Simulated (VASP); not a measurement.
# Os (P6_3/mmc) in VASP: notebook

The runs below take Os through single point, relaxation of cell and atoms, with PBEsol.

All numbers are computed with VASP 6.6.1; they aren't measurements. Logs are shortened: lines on timing, memory, paths and dates and some standing lists are left out, and cuts for length are marked.

### Step 1. The cell of the first run

The structure is hexagonal, space group P6_3/mmc (No. 194). The conventional cell has a = 2.730 Å, b = 2.730 Å, c = 4.308 Å, α = 90.00°, β = 90.00°, γ = 120.00°. Within 3.5 Å of Os (site symmetry -6m2) lie 12 Os at 2.67 to 2.73 Å.

### Step 2. Single point, PBEsol

Contents of INCAR:

```
  PREC = Accurate
  ENCUT = 520
  EDIFF = 1E-6
  ISMEAR = -1
  SIGMA = 0.1
  LREAL = False
  LASPH = True
  NELM = 60
  ALGO = Normal
  ISIF = 2
  LWAVE = False
  LCHARG = False
  GGA = PS
  NBANDS = 15
```

Contents of KPOINTS:

```
regular mesh
0
Gamma
  14 14 8
```

Contents of POSCAR:

```
Os
1.0
    2.7296438410      0.0000000000      0.0000000000
   -1.3648219205      2.3639409096      0.0000000000
    0.0000000000      0.0000000000      4.3075788589
Os
2
Direct
    0.3333333333      0.6666666667      0.2500000000
    0.6666666667      0.3333333333      0.7500000000
```

Potentials or basis: VASP PAW PBE potentials, release 64 (Os).

Command:

```
$ cat potpaw_PBE.64/Os/POTCAR > POTCAR
$ mpirun -np 1 vasp_std > vasp.out
```

OUTCAR:

```text
PREC = Accurate
   ENCUT = 520
   EDIFF = 1E-6
   ISMEAR = -1
   LREAL = False
   LASPH = True
   NELM = 60
   ISIF = 2
   GGA = PS

 ion  position               nearest neighbor table
   1  0.333  0.667  0.250-   2 2.67   2 2.67   2 2.67   2 2.67   2 2.67   2 2.67
   2  0.667  0.333  0.750-   1 2.67   1 2.67   1 2.67   1 2.67   1 2.67   1 2.67

  LATTYP: Found a hexagonal cell.
 ALAT       =     2.7296438410
 C/A-ratio  =     1.5780735912

  Lattice vectors:

 A1 = (   2.7296438410,   0.0000000000,   0.0000000000)
 A2 = (  -1.3648219205,   2.3639409096,   0.0000000000)
 A3 = (   0.0000000000,   0.0000000000,   4.3075788589)

Analysis of symmetry for initial positions (statically):
=====================================================================
 Subroutine PRICEL returns:
 Original cell was already a primitive cell.

 Routine SETGRP: Setting up the symmetry group for a
 hexagonal supercell.

 Subroutine GETGRP returns: Found 24 space group operations
 (whereof 12 operations were pure point group operations)
 out of a pool of 24 trial point group operations.

The static configuration has the point symmetry D_3d.
 The point group associated with its full space group is D_6h.

Analysis of symmetry for dynamics (positions and initial velocities):
=====================================================================
 Subroutine PRICEL returns:
 Original cell was already a primitive cell.

 Routine SETGRP: Setting up the symmetry group for a
 hexagonal supercell.

 Subroutine GETGRP returns: Found 24 space group operations
 (whereof 12 operations were pure point group operations)
 out of a pool of 24 trial point group operations.

The dynamic configuration has the point symmetry D_3d.
 The point group associated with its full space group is D_6h.

 Subroutine INISYM returns: Found 24 space group operations
 (whereof 12 operations are pure point group operations),
 and found     1 'primitive' translations

----------------------------------------------------------------------------------------

                                     Primitive cell

  volume of cell :      27.7956

  direct lattice vectors                    reciprocal lattice vectors
     2.729643841  0.000000000  0.000000000     0.366348161  0.211511209  0.000000000
    -1.364821921  2.363940910  0.000000000     0.000000000  0.423022418  0.000000000
     0.000000000  0.000000000  4.307578859     0.000000000  0.000000000  0.232148971

  length of vectors
     2.729643841  2.729643841  4.307578859     0.423022418  0.423022418  0.232148971

  position of ions in fractional coordinates (direct lattice)
     0.333333333  0.666666667  0.250000000
     0.666666667  0.333333333  0.750000000

  ion indices of the primitive-cell ions
   primitive index   ion index
                 1           1
                 2           2

----------------------------------------------------------------------------------------

 KPOINTS: regular mesh

Automatic generation of k-mesh.
 Grid dimensions read from file:
 generate k-points for:   14   14    8

 Generating k-lattice:

  Cartesian coordinates                     Fractional coordinates (reciprocal lattice)
     0.026167726  0.015107944  0.000000000     0.071428571  0.000000000  0.000000000
     0.000000000  0.030215887  0.000000000     0.000000000  0.071428571  0.000000000
     0.000000000  0.000000000  0.029018621     0.000000000  0.000000000  0.125000000

  Length of vectors
     0.030215887  0.030215887  0.029018621

  Shift w.r.t. Gamma in fractional coordinates (k-lattice)
     0.000000000  0.000000000  0.000000000

 Subroutine IBZKPT returns following result:
 ===========================================

 Found    120 irreducible k-points:

 Following reciprocal coordinates:
            Coordinates               Weight
  0.000000  0.000000  0.000000      1.000000
  0.071429  0.000000  0.000000      6.000000
  0.142857  0.000000  0.000000      6.000000
  0.214286  0.000000  0.000000      6.000000
  0.285714  0.000000  0.000000      6.000000
  0.357143  0.000000  0.000000      6.000000
[... 16 lines left out ...]
  0.285714  0.285714  0.000000      6.000000
  0.357143  0.285714  0.000000      6.000000
 [... further k-points ...]
   k-points           NKPTS =    120   k-points in BZ     NKDIM =    120   number of bands    NBANDS=     15
   number of dos      NEDOS =    301   number of ions     NIONS =      2
   total plane-waves  NPLWV =  12800
   dimension x,y,z NGX =    20 NGY =   20 NGZ =   32
   dimension x,y,z NGXF=    40 NGYF=   40 NGZF=   64
   ions per type =               2
   NGX,Y,Z   is equivalent  to a cutoff of  12.18, 12.18, 12.35 a.u.
   NGXF,Y,Z  is equivalent  to a cutoff of  24.36, 24.36, 24.70 a.u.
 SYSTEM =  unknown system
   PREC   = accura    normal or accurate (medium, high low for compatibility)
   ISTART =      0    job   : 0-new  1-cont  2-samecut
   ICHARG =      2    charge: 1-file 2-atom 10-const
   ISPIN  =      1    spin polarized calculation?
   LNONCOLLINEAR =      F non collinear calculations
   LSORBIT =      F    spin-orbit coupling
   LASPH  =      T    aspherical Exc in radial PAW
   ENCUT  =  520.0 eV  38.22 Ry    6.18 a.u.   5.08  5.08  8.01*2*pi/ulx,y,z
   NELM   =     60;   NELMIN=  2; NELMDL= -5     # of ELM steps
   EDIFF  = 0.1E-05   stopping-criterion for ELM
   LREAL  =      F    real-space projection
   EDIFFG = 0.1E-04   stopping-criterion for IOM
   NSW    =      0    number of steps for IOM
   IBRION =     -1    ionic relax: 0-MD 1-quasi-New 2-CG
   NFREE  =      0    steps in history (QN), initial steepest desc. (CG)
   ISIF   =      2    stress and relaxation
   ISYM   =      2    0-nonsym 1-usesym 2-fastsym
   POTIM  = 0.5000    time-step for ionic-motion
   TEBEG  =    0.0;   TEEND  =   0.0 temperature during run
   PSTRESS=    0.0 pullay stress
   NELECT =      16.0000    total number of electrons
   NUPDOWN=      -1.0000    fix difference up-down
   EMIN   =  10.00;   EMAX   =-10.00  energy-range for DOS
   EFERMI =   0.00;   METHOD = LEGACY
   ISMEAR =    -1;   SIGMA  =   0.10  broadening in eV -4-tet -1-fermi 0-gaus
   EFERMI_NEDOS =   21; number of points for ismear=-14 and -15
   IALGO  =     38    algorithm
   IMIX   =      4    mixing-type and parameters
     AMIX     =   0.40;   BMIX     =  1.00
     AMIX_MAG =   1.60;   BMIX_MAG =  1.00
  volume/ion in A,a.u.               =      13.90        93.79
  Fermi-wavevector in a.u.,A,eV,Ry     =   1.361830  2.573485 25.233104  1.854581
  Thomas-Fermi vector in A             =   2.488372
   LORBIT       =      0    0 simple, 1 ext, 2 COOP (PROOUT), +10 PAW based schemes
   GGA     = PS    functional components
   LHFCALC =     F    Hartree Fock is set to
   AEXX    =    0.0000 exact exchange contribution
   IVDW    =     0    specifies the selected vdW correction
   LEPSILON=     F    determine dielectric tensor
   LRPA    =     F    only Hartree local field effects (RPA)
 non-spin polarized calculation
  energy-cutoff  :      520.00
  volume of cell :       27.80
 maximum number of plane-waves:       766
   NGX = 11   NGY = 11   NGZ = 17

 number of electron      15.9999998 magnetization

 Free energy of the ion-electron system (eV)
  ---------------------------------------------------
  ext. energy  EPLUGINS =         0.00000000
  ---------------------------------------------------
  free energy    TOTEN  =       -24.50392553 eV

  energy without entropy =      -24.46066319  energy(sigma->0) =      -24.48229436

 E-fermi :   9.4303     XC(G=0): -14.1911

 val. band max:        9.4220315692   @ k =   0.4286   0.0000   0.3750
 cond. band min:       9.4338993234   @ k =   0.1429   0.0714   0.3750
 fundamental gap:      0.0118677542
 Fermi energy:         9.4303118315

 k-point     1 :       0.0000    0.0000    0.0000
  band No.  band energies     occupation
      1      -1.6482      2.00000
      2       1.5191      2.00000
      3       6.3048      2.00000
      4       6.3048      2.00000
      5       6.5779      2.00000
      6       7.1631      2.00000
      7       7.1631      2.00000
      8       7.8138      2.00000
      9       7.8138      2.00000
     10       9.4155      1.07416
     11      11.1138      0.00000
     12      11.1138      0.00000
     13      18.5396      0.00000
     14      23.4343      0.00000
     15      26.2001      0.00000

 k-point     2 :       0.0714    0.0000    0.0000
  band No.  band energies     occupation
      1      -1.4402      2.00000
      2       1.7039      2.00000
      3       5.8987      2.00000
      4       6.4889      2.00000
      5       6.9196      2.00000
      6       7.0484      2.00000
      7       7.3350      2.00000
      8       7.5426      2.00000
      9       7.6652      2.00000
     10       8.5837      1.99958
     11      11.2180      0.00000
     12      12.2719      0.00000
     13      18.5244      0.00000
     14      23.8659      0.00000
     15      26.4703      0.00000

 k-point     3 :       0.1429    0.0000    0.0000
  band No.  band energies     occupation
      1      -0.8451      2.00000
      2       2.1925      2.00000
      3       5.3443      2.00000
      4       6.5231      2.00000
      5       6.6951      2.00000
      6       7.0293      2.00000
      7       7.2974      2.00000
      8       7.4819      2.00000
      9       7.8368      2.00000
     10       7.9544      2.00000
     11      11.4589      0.00000
     12      14.1060      0.00000
     13      18.4311      0.00000
     14      24.9214      0.00000
     15      27.0321      0.00000

 k-point     4 :       0.2143    0.0000    0.0000
  band No.  band energies     occupation
      1       0.0389      2.00000
      2       2.7102      2.00000
      3       4.9719      2.00000
      4       5.3116      2.00000
      5       6.3871      2.00000
      6       6.8493      2.00000
      7       7.5902      2.00000
      8       7.8877      2.00000
      9       8.1992      1.99999
     10       8.6255      1.99936
     11      11.7189      0.00000
     12      16.0364      0.00000
     13      18.2144      0.00000
     14      24.7027      0.00000
     15      26.2837      0.00000
[... 307 lines left out ...]
 k-point    22 :       0.3571    0.2143    0.0000
  band No.  band energies     occupation
      1       2.8670      2.00000
      2       3.3122      2.00000
      3       3.3991      2.00000
      4       5.1602      2.00000
      5       5.6613      2.00000
      6       6.4354      2.00000
      7       7.7300      2.00000
      8      10.5956      0.00002
      9      11.5059      0.00000
     10      11.6537      0.00000
     11      14.3002      0.00000
     12      15.4670      0.00000
     13      17.6290      0.00000
     14      20.8102      0.00000
     15      23.4163      0.00000

 k-point    23 :       0.2857    0.2857    0.0000
  band No.  band energies     occupation
      1       2.8746      2.00000
      2       3.5379      2.00000
      3       3.9888      2.00000
      4       4.5764      2.00000
      5       5.6576      2.00000
      6       6.3554      2.00000
      7       7.7754      2.00000
      8      10.2593      0.00050
      9      11.4946      0.00000
     10      11.5699      0.00000
     11      14.2828      0.00000
     12      15.5899      0.00000
     13      17.2315      0.00000
     14      21.2560      0.00000
     15      23.8533      0.00000

 k-point    24 :       0.3571    0.2857    0.0000
  band No.  band energies     occupation
      1       2.7980      2.00000
      2       3.7761      2.00000
      3       3.8855      2.00000
      4       4.8007      2.00000
      5       5.7849      2.00000
      6       6.1111      2.00000
      7       7.9946      2.00000
      8      10.7157      0.00001
      9      11.1703      0.00000
     10      11.5316      0.00000
     11      14.7881      0.00000
     12      14.8274      0.00000
     13      16.6839      0.00000
     14      22.6716      0.00000
     15      24.3878      0.00000

 [... further k-points ...]
[... 5 lines left out ...]
  --------------------------------------------------------------------------------------
  -------------------------------------------------------------------------------------
  Total        0.0881455      0.0881455      0.0719782     -0.0000000      0.0000000      0.0000000
  in kB        5.0808301      5.0808301      4.1489270     -0.0000000      0.0000000      0.0000000
  external PRESSURE =       4.7701958 kB  Pullay stress =       0.0000000 kB

 VOLUME and BASIS-vectors are now :
 -----------------------------------------------------------------------------
  energy-cutoff  :      520.00
  volume of cell :       27.80
      direct lattice vectors                 reciprocal lattice vectors
     2.729643841  0.000000000  0.000000000     0.366348161  0.211511209  0.000000000
    -1.364821921  2.363940910  0.000000000     0.000000000  0.423022418  0.000000000
     0.000000000  0.000000000  4.307578859     0.000000000  0.000000000  0.232148971

 POSITION                                       TOTAL-FORCE (eV/Angst)
 -----------------------------------------------------------------------------------
     -0.00000      1.57596      1.07689         0.000000     -0.000000      0.000000
      1.36482      0.78798      3.23068        -0.000000      0.000000      0.000000
 -----------------------------------------------------------------------------------
    total drift:                               -0.000000      0.000000     -0.000000

  FREE ENERGIE OF THE ION-ELECTRON SYSTEM (eV)
  ---------------------------------------------------
  free  energy   TOTEN  =       -24.5039255272 eV

  energy  without entropy=      -24.4606631909  energy(sigma->0) =      -24.48229436
```

Run time: 48 s. Hardware: 1 thread of AMD EPYC 7R13 (Zen 3), shared host; peak memory 0.13 GiB.

Results:

* Free energy: -24.5039 eV
* Pressure: 0.5 GPa
* Band gap on the k mesh: zero (band 8 reaches 11.46 eV, above the bottom of band 9 at 7.67 eV)

Caveat: the PAW data sets were made with another functional, which shifts forces and pressure a little; spin-orbit coupling is left out, which moves the levels of the heavy elements.

(Continued in part 2 of 2.)
